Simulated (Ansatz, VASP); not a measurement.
# Mg2Si3N3 in VASP and in Ansatz

File INCAR:

```
SYSTEM = Mg2Si3N3
PREC     = Accurate       ! precision mode
ENCUT    = 600            ! plane-wave cutoff, eV
EDIFF    = 1E-6           ! SCF threshold, eV
ISMEAR   = 0              ! smearing method
SIGMA    = 0.1            ! smearing width, eV
LREAL    = .FALSE.        ! projectors in reciprocal space
LASPH    = .TRUE.         ! aspherical terms in the spheres
NELM     = 120            ! most SCF steps
ALGO     = Normal         ! electronic algorithm
ISIF     = 2              ! what is computed and relaxed
LWAVE    = .FALSE.        ! write WAVECAR
LCHARG   = .FALSE.        ! write CHGCAR
GGA      = PE             ! functional
NBANDS   = 26             ! bands
GGA_COMPAT= .FALSE.
```

File KPOINTS:

```
regular mesh
0
G
  6 6 2
  0 0 0
```

POSCAR

```
Mg2Si3N3
1.0
    3.1193861718      0.0000000000      0.0000000000
   -1.5596930859      2.7014676690      0.0000000000
    0.0000000000      0.0000000000     12.3925183328
Mg Si N
2 3 3
Direct
    0.3333333333      0.6666666667      0.0592223996
    0.6666666667      0.3333333333      0.2682334487
    0.6666666667      0.3333333333      0.8924762376
    0.3333333333      0.6666666667      0.4976867208
    0.6666666667      0.3333333333      0.7108754389
    0.3333333333      0.6666666667      0.2145347268
    0.6666666667      0.3333333333      0.4625426250
    0.3333333333      0.6666666667      0.6444284026
```

Input for Ansatz:

```yaml
crystal:
  lattice:
    - [3.1193861718, 0.0, 0.0]
    - [-1.5596930859, 2.701467669, 0.0]
    - [0.0, 0.0, 12.3925183328]
  atoms:
    - { symbol: Mg, position: [0.3333333333, 0.6666666667, 0.0592223996] }
    - { symbol: Mg, position: [0.6666666667, 0.3333333333, 0.2682334487] }
    - { symbol: Si, position: [0.6666666667, 0.3333333333, 0.8924762376] }
    - { symbol: Si, position: [0.3333333333, 0.6666666667, 0.4976867208] }
    - { symbol: Si, position: [0.6666666667, 0.3333333333, 0.7108754389] }
    - { symbol: "N", position: [0.3333333333, 0.6666666667, 0.2145347268] }
    - { symbol: "N", position: [0.6666666667, 0.3333333333, 0.462542625] }
    - { symbol: "N", position: [0.3333333333, 0.6666666667, 0.6444284026] }
basis:
  ecutwfc: 420
kpoints:
  mp_grid: { grid: [6, 6, 2] }
hamiltonian:
  xc: pbe
scf:
  occupations: { method: gaussian, width: 0.1 }
  lower_state_search: "off"
output:
  forces: true
  stress: true
  eigenvalues: true
```

Alike in both runs: task single point; functional PBE; k mesh 6 × 6 × 2; occupations gaussian, width 0.1 eV; no spin polarisation.

|  | VASP | Ansatz |
| --- | --- | --- |
| version | VASP 6.6.1 | Ansatz 0.2.0 |
| potentials or method | VASP PAW PBE potentials, release 64 (Mg, Si, N), cutoff 600 eV | scalar-relativistic, plane waves, PAW |
| valence electrons in the cell | 31 | 47 |

```csv
,VASP,Ansatz,Ansatz less VASP
gap on the k mesh at the Fermi level (eV),none,none,-
pressure (GPa),-0.1,0.1,+0.11
"traceless stress, the component that is largest in VASP (GPa)",-0.31,-0.22,+0.095
rms of the force components (eV/Å),0.016,0.017,+0.0013
```

Atom by atom the forces differ by 0.007 eV/Å (rms over components). A gap of «none» marks a metal or a gap that the smearing closes. With one functional, cell and mesh, what is left measures potentials, basis and numerics. VASP's potentials hold 31 valence electrons a cell and Ansatz's 47, so a difference there can come from the potentials and not from the codes.

The k mesh is coarse, so the values compare programs but aren't converged.
